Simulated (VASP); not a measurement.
A run of VASP 6.6.1:

Contents of INCAR:

```
ALGO = Normal
EDIFF = 1E-6
ENCUT = 520
GGA = PS
ISIF = 2
ISMEAR = 0
LASPH = True
LCHARG = False
LREAL = False
LWAVE = False
NBANDS = 11
NELM = 80
PREC = Accurate
SIGMA = 0.01
```

Contents of KPOINTS:

```
k-points
0
Gamma
  8 8 8
```

File POSCAR:

```
Si
1.0
    2.6587699136      2.6587699136      0.0000000000
   -2.6587699136      2.6587699136      0.0000000000
    0.0000000000      2.6587699136      2.6587699136
Si
2
Direct
    0.2500000000      0.7500000000      0.5000000000
    0.0000000000      0.0000000000      0.0000000000
```

Potentials or basis: VASP PAW PBE potentials, release 64 (Si).

Run with:

```sh
$ cat potpaw_PBE.64/Si/POTCAR > POTCAR
$ mpirun -np 1 vasp_std > vasp.out
```

Hardware: 1 thread of Intel Xeon 8259CL (shared host).

Question: Estimate the wall time of this run.

Answer: Run time: 11 s on 1 thread of Intel Xeon 8259CL (shared host), peak memory 0.15 GiB. Counts: scf iterations 11, k points 29.
